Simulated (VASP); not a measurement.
Set up this calculation in VASP 6.6.1, as the native input.

```yaml
Task: single point
Functional: PBE
Potentials_or_basis: VASP PAW PBE potentials, release 64 (Zr_sv, Hf_pv, Te)
Cutoff: 520 eV
k_mesh: 3 × 3 × 4
Occupations: gaussian, width 0.1 eV
Spin: no spin polarisation
Dipole_correction: no
Further_INCAR_settings: ALGO = Normal; EDIFF = 1e-06; NBANDS = 44
```

The structure of Hf2ZrTe6 lies in POSCAR:

```
Hf2ZrTe6
1.0
    6.8949093000      0.0000000000      0.0000000000
   -3.4474547000      5.9711666000      0.0000000000
    0.0000000000      0.0000000000      7.1580499000
Zr Hf Te
1 2 6
Direct
    0.0000000000      0.0000000000      0.0000000000
    0.6666667000      0.3333333000      0.0000000000
    0.3333333000      0.6666667000      0.0000000000
    0.3354680000      0.3354680000      0.7516510000
    0.0000000000      0.6645320000      0.7516510000
    0.6645320000      0.0000000000      0.7516510000
    0.0000000000      0.3354680000      0.2483490000
    0.6645320000      0.6645320000      0.2483490000
    0.3354680000      0.0000000000      0.2483490000
```

These files were run (other wordings do the same):

INCAR

```
PREC = Accurate ; ENCUT = 520
EDIFF = 1E-6 ; ISMEAR = 0
SIGMA = 0.1 ; LREAL = F
LASPH = T ; NELM = 60
ALGO = Normal ; ISIF = 2
LWAVE = F ; LCHARG = F
GGA = PE ; NBANDS = 44
```

KPOINTS

```
Automatic mesh
0
Gamma
  3 3 4
```

Potentials or basis: VASP PAW PBE potentials, release 64 (Zr_sv, Hf_pv, Te).

Launch:

```bash
$ cat potpaw_PBE.64/Zr_sv/POTCAR potpaw_PBE.64/Hf_pv/POTCAR potpaw_PBE.64/Te/POTCAR > POTCAR
$ mpirun -np 1 vasp_std > vasp.out
```

Results of the run:

```yaml
Pressure: -0.4 GPa
Largest_force: 0.051 eV/Å
Band_gap_on_the_k_mesh: zero (band 34 reaches 5.33 eV, above the bottom of band 35 at 5.02 eV)
```

Caveat: spin-orbit coupling is left out, which moves the levels of the heavy elements; this functional lacks dispersion, which binds the layers, so the pressure and a relaxed spacing across them are unreliable.

Run time: 2.4 min on 1 thread of AMD EPYC 9R14 (Zen 4) (shared host), peak memory 0.42 GiB.
